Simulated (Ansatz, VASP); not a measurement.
## One calculation of B3Ir, two programs

Contents of INCAR:

```
PREC = Accurate
ENCUT = 600
EDIFF = 1E-6
ISMEAR = 0
SIGMA = 0.1
LREAL = False
LASPH = True
NELM = 60
ALGO = Normal
ISIF = 3
LWAVE = False
LCHARG = False
GGA = PE
IBRION = 2
NSW = 90
EDIFFG = -0.04
```

File KPOINTS:

```
Automatic mesh
0
Gamma
  6 6 6
```

The input POSCAR:

```
B3Ir
1.0
    4.5762672315      0.0000000000      0.0000000000
   -2.2881336157      3.9631636770      0.0000000000
    0.0000000000      0.0000000000      3.6731605361
B Ir
6 2
Direct
    0.8330000000      0.6660000000      0.2500000000
    0.1670000000      0.8330000000      0.7500000000
    0.3340000000      0.1670000000      0.2500000000
    0.1670000000      0.3340000000      0.7500000000
    0.8330000000      0.1670000000      0.2500000000
    0.6660000000      0.8330000000      0.7500000000
    0.3333333333      0.6666666667      0.2500000000
    0.6666666667      0.3333333333      0.7500000000
```

Input for Ansatz:

```yaml
crystal:
  lattice:
    - [4.5762672315, 0.0, 0.0]
    - [-2.2881336157, 3.963163677, 0.0]
    - [0.0, 0.0, 3.6731605361]
  atoms:
    - { symbol: B, position: [0.833, 0.666, 0.25] }
    - { symbol: B, position: [0.167, 0.833, 0.75] }
    - { symbol: B, position: [0.334, 0.167, 0.25] }
    - { symbol: B, position: [0.167, 0.334, 0.75] }
    - { symbol: B, position: [0.833, 0.167, 0.25] }
    - { symbol: B, position: [0.666, 0.833, 0.75] }
    - { symbol: Ir, position: [0.3333333333, 0.6666666667, 0.25] }
    - { symbol: Ir, position: [0.6666666667, 0.3333333333, 0.75] }
basis:
  ecutwfc: 420
kpoints:
  mp_grid: { grid: [6, 6, 6] }
hamiltonian:
  xc: pbe
scf:
  occupations: { method: gaussian, width: 0.1 }
  lower_state_search: "off"
output:
  forces: true
  stress: true
  eigenvalues: true
relax:
  adjacent_minimum: "off"
  f_tol: 0.04
  max_steps: 70
  cell: { stress_tol: 0.4 }
```

Alike in both runs: task relaxation of cell and atoms; functional PBE; k mesh 6 × 6 × 6; occupations gaussian, width 0.1 eV; no spin polarisation.

```csv
,VASP,Ansatz
version,VASP 6.6.1,Ansatz 0.2.0
potentials or method,"VASP PAW PBE potentials, release 64 (B, Ir), cutoff 600 eV","scalar-relativistic, plane waves, PAW"
valence electrons in the cell,36,52
```

```csv
,VASP,Ansatz,Ansatz less VASP
"gap on the k mesh at the Fermi level, each at its own relaxed structure (eV)",none,none,-
relaxed volume (Å³/atom),9.87,9.94,+0.066
relaxed cell length with the largest relative difference (Å),4.921,4.979,+0.0576
```

A gap of «none» marks a metal or a gap that the smearing closes. VASP's potentials hold 36 valence electrons a cell and Ansatz's 52, so a difference there can come from the potentials and not from the codes.

Neither program's run includes spin-orbit coupling. Noted on VASP's run: the volume moved by over 15 % at a fixed basis, so the end points are rough.
